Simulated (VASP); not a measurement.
Write the native input for VASP 6.6.1 that does the following.

| Item | Value |
| --- | --- |
| Task | single point |
| Functional | PBE |
| Dispersion | D3(BJ) |
| Potentials or basis | VASP PAW PBE potentials, release 64 (O, H, C) |
| Cutoff | 520 eV |
| k mesh | 1 × 1 × 1 |
| Occupations | fermi-dirac, width 0.05 eV |
| Spin | no spin polarisation |
| Dipole correction | no |
| Further INCAR settings | LREAL = Auto; ALGO = Normal; EDIFF = 1e-06; NBANDS = 58 |

The structure of H18CO9 lies in POSCAR:

```
H18CO9
1.0
    6.2213620000      0.0000000000      0.0000000000
    0.0000000000      6.2213620000      0.0000000000
    0.0000000000      0.0000000000      6.2213620000
O H C
9 18 1
Direct
    0.4488566973      0.7733997797      0.3618178785
    0.8633479293      1.0132990172      0.2513276032
    0.6525419996      0.9943803302      0.8295771890
    0.6690174917      0.5602631707      0.7965136894
    0.2029459144      0.3885322860      0.6457267717
    0.0046613587      0.6163119908      0.1972719157
    0.5958180861      0.3041456196      0.4202777463
    0.2874290228      0.1874830624      0.1277373025
    0.0953488963     -0.1600453406      0.8073312564
    0.5984702385      0.8154323764      0.3037116310
    0.3523022772      0.8868476067      0.2919457186
    0.9919049880      1.0395151415      0.1615080428
    0.9082737831      0.8653249883      0.2964784882
    0.5777995236      0.9262441247      0.7081086103
    0.7572296870      0.8915089654      0.9169214072
    0.8208652703      0.5459094005      0.7658933848
    0.6511114447      0.4464938706      0.9168892599
    0.2068357379      0.4316096700      0.4967722502
    0.3121663713      0.4796216648      0.7190869138
    0.0275341637      0.4603011366      0.1829020719
    0.1128531019      0.7164990560      0.1085775108
    0.5940982055      0.4093798110      0.5394477929
    0.6519794219      0.1645941837      0.5040214667
    0.3707548283      0.1838504173      0.2516490762
    0.3865230797      0.1205041597      0.0278234895
    0.1204880860     -0.0219244596      0.5333398057
    0.0439775085      0.1582611653      0.7309010471
    0.0889194360     -0.0063973130      0.7045241862
```

These files were run (other wordings do the same):

INCAR

```
ALGO     = Normal         # electronic algorithm
EDIFF    = 1E-6           # SCF threshold, eV
ENCUT    = 520            # plane-wave cutoff, eV
GGA      = PE             # functional
ISIF     = 2              # what is computed and relaxed
ISMEAR   = -1             # smearing method
IVDW     = 12             # dispersion correction
LASPH    = T              # aspherical terms in the spheres
LCHARG   = F              # write CHGCAR
LREAL    = Auto         
LWAVE    = F              # write WAVECAR
NBANDS   = 58             # bands
NELM     = 60             # most SCF steps
PREC     = Accurate       # precision mode
SIGMA    = 0.05           # smearing width, eV
```

KPOINTS

```
k-points
0
Gamma
  1 1 1
```

Potentials or basis: VASP PAW PBE potentials, release 64 (O, H, C).

Run with:

```console
$ cat potpaw_PBE.64/O/POTCAR potpaw_PBE.64/H/POTCAR potpaw_PBE.64/C/POTCAR > POTCAR
$ mpirun -np 1 vasp_gam > vasp.out
```

It gave:

| Item | Value |
| --- | --- |
| Pressure | 0.7 GPa |
| Largest force | 7.532 eV/Å |
| Dispersion energy per atom | -0.044 eV |

Caveat: the k points lie up to 1.01 Å⁻¹ apart; the atoms stand as in a frame of molecular dynamics.

Run time: 21 s on 1 thread of AMD EPYC 7R13 Processor (Zen 3), on a shared host, peak memory 0.28 GiB.
